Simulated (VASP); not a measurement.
# Hf: single point with PBE

Crystal: Hf.

```xyz
4
Lattice="3.1997 0.0000 0.0000 -1.5999 2.7710 0.0000 0.0000 0.0000 10.2337" Properties=species:S:1:pos:R:3 pbc="T T T"
Hf    1.5999    2.7710   10.2337
Hf    1.5999    2.7710    5.1168
Hf    0.0000    1.8474    2.5584
Hf    1.5999    0.9237    7.6752
```

```yaml
Program: VASP 6.6.1
Task: single point
Functional: PBE
Potentials_or_basis: VASP PAW PBE potentials, release 64 (Hf_pv)
Cutoff: 520 eV
k_mesh: 15 × 15 × 4
Occupations: fermi-dirac, width 0.1 eV
Spin: no spin polarisation
```

```json
{
  "Pressure": "-0.4 GPa",
  "Band gap on the k mesh": "zero (bands 20 and 21 overlap by 1.65 eV)"
}
```

Stress tensor (GPa, compression positive):
```
-0.38  0.00  0.00
 0.00 -0.38  0.00
 0.00  0.00 -0.49
```

Levels at points of the mesh, in eV from the Fermi level:
```
           k point  band 16  band 17  band 18  band 19  band 20  band 21  band 22  band 23  band 24  band 25
(0.00, 0.00, 0.00)    -3.59     0.17     0.21     0.64     1.06     1.06     1.18     1.18     1.51     1.65
(0.00, 0.00, 0.50)    -3.97     0.13     0.13     1.01     1.01     1.25     1.25     1.25     1.25     1.52
```

It took 70 s on 1 thread of Intel(R) Xeon(R) 6975P-C (Granite Rapids), with other jobs on the host, peak memory 0.29 GiB.

Caveat: spin-orbit coupling is left out, which moves the levels of the heavy elements.
